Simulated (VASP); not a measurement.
Input of a VASP 6.6.1 run:

Contents of INCAR:

```
PREC     = Accurate       # precision mode
ENCUT    = 520            # plane-wave cutoff, eV
EDIFF    = 1E-6           # SCF threshold, eV
ISMEAR   = -1             # smearing method
SIGMA    = 0.03           # smearing width, eV
LREAL    = F              # projectors in reciprocal space
LASPH    = T              # aspherical terms in the spheres
NELM     = 100            # most SCF steps
ALGO     = Normal         # electronic algorithm
ISIF     = 2              # what is computed and relaxed
LWAVE    = F              # write WAVECAR
LCHARG   = F              # write CHGCAR
GGA      = PS             # functional
NBANDS   = 18             # bands
```

Contents of KPOINTS:

```
Automatic mesh
0
Gamma
  4 4 4
```

Contents of POSCAR:

```
SbAsH6
1.0
    2.6756449340      1.5447843229      4.3439726183
   -2.6756449340      1.5447843229      4.3439726183
    0.0000000000     -3.0895686458      4.3439726183
Sb As H
1 1 6
Direct
    0.0000000000      0.0000000000      0.0000000000
    0.5000000000      0.5000000000      0.5000000000
    0.7333735203      0.2664088392      0.2664087482
    0.2664088392      0.2664087482      0.7333735203
    0.7335912518      0.2666264797      0.7335911608
    0.7335911608      0.7335912518      0.2666264797
    0.2666264797      0.7335911608      0.7335912518
    0.2664087482      0.7333735203      0.2664088392
```

Potentials or basis: VASP PAW PBE potentials, release 64 (Sb, As, H).

Run with:

```sh
$ cat potpaw_PBE.64/Sb/POTCAR potpaw_PBE.64/As/POTCAR potpaw_PBE.64/H/POTCAR > POTCAR
$ mpirun -np 1 vasp_std > vasp.out
```

Q: Predict the band gap on the k mesh.

A: Zero (bands 8 and 9 overlap by 0.58 eV).

Q: What does it give for the pressure?

A: 0.2 GPa.

Caveat: the PAW data sets were made with another functional, which shifts forces and pressure a little; spin-orbit coupling is left out, which moves the levels of the heavy elements.
